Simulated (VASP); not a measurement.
Write the native input for VASP 6.6.1 that does the following.

| Item | Value |
| --- | --- |
| Task | molecular dynamics |
| Functional | r2SCAN |
| Potentials or basis | VASP PAW PBE potentials, release 64 (O, H, C) |
| Cutoff | 520 eV |
| k mesh | 1 × 1 × 1 |
| Occupations | fermi-dirac, width 0.05 eV |
| Spin | no spin polarisation |
| Dipole correction | no |
| Further INCAR settings | LREAL = Auto; ALGO = Normal; EDIFF = 1e-05; ISYM = 0; IBRION = 0; POTIM = 0.5; NSW = 40 |

System: H8CO6.

```
O H C
1.0
     5.89253    0.00000    0.00000
     0.00000    5.89253    0.00000
     0.00000    0.00000    5.89253
O H C
6 8 1
Direct
  0.16838 0.39662 0.59985
  0.14331 0.76526 0.32608
  0.85932 0.12167 0.42274
  0.58048 0.25194 0.78311
  0.64733 0.65057 0.15860
  0.89113 0.72693 0.85868
  0.07950 0.48250 0.70792
  0.05640 0.28984 0.53068
  0.29190 0.82143 0.28964
  0.17117 0.62710 0.41605
  0.93878 0.97623 0.41410
  0.75889 0.11799 0.55399
  0.55840 0.21295 0.93970
  0.43063 0.29466 0.72564
  0.77025 0.68785 0.00959
```

These files were run (other wordings do the same):

POSCAR

```
H8CO6
1.0
    5.8925310000      0.0000000000      0.0000000000
    0.0000000000      5.8925310000      0.0000000000
    0.0000000000      0.0000000000      5.8925310000
O H C
6 8 1
Direct
    0.1683819800      0.3966209500      0.5998501700
    0.1433128900      0.7652617000      0.3260837800
    0.8593176600      0.1216723700      0.4227377800
    0.5804817200      0.2519398900      0.7831082100
    0.6473305100      0.6505672500      1.1586019600
    0.8911338500      0.7269305300      0.8586839700
    0.0795033400      0.4824965900      0.7079164200
    0.0564035700      0.2898401300      0.5306790100
    0.2919037200      0.8214323700      0.2896357300
    0.1711717100      0.6270954600      0.4160547100
    0.9387794700     -0.0237722300      0.4141004600
    0.7588936300      0.1179942000      0.5539899600
    0.5583994900      0.2129496800      0.9396968300
    0.4306304500      0.2946582400      0.7256421000
    0.7702482100      0.6878489500      1.0095870000
```

INCAR.step1

```
ALGO = Normal ; EDIFF = 1E-4
ENCUT = 520 ; GGA = PE
ISMEAR = -1 ; ISYM = 0
LASPH = True ; LCHARG = False
LREAL = Auto ; LWAVE = True
NELM = 60 ; PREC = Accurate
SIGMA = 0.05
```

INCAR.step2

```
ALGO = Normal ; EDIFF = 1E-5
ENCUT = 520 ; IBRION = 0
ISIF = 2 ; ISMEAR = -1
ISTART = 1 ; ISYM = 0
LANGEVIN_GAMMA = 20 20 20 ; LASPH = True
LCHARG = True ; LMIXTAU = True
LREAL = Auto ; LWAVE = False
MDALGO = 3 ; METAGGA = R2SCAN
NELM = 60 ; NELMIN = 4
NSW = 40 ; POTIM = 0.5
PREC = Accurate ; RANDOM_SEED = 812653 0 0
SIGMA = 0.05 ; TEBEG = 500.0
TEEND = 500.0
```

KPOINTS

```
k-points
0
Gamma
  1 1 1
```

Potentials or basis: VASP PAW PBE potentials, release 64 (O, H, C).

Command:

```bash
$ cat potpaw_PBE.64/O/POTCAR potpaw_PBE.64/H/POTCAR potpaw_PBE.64/C/POTCAR > POTCAR
$ cp INCAR.step1 INCAR
$ mpirun -np 1 vasp_gam > vasp.out
$ cp INCAR.step2 INCAR
$ mpirun -np 1 vasp_gam > vasp.out
```

Run time: 13 min on 1 thread of Intel(R) Xeon(R) 6975P-C (Granite Rapids), on a shared host, peak memory 0.38 GiB.
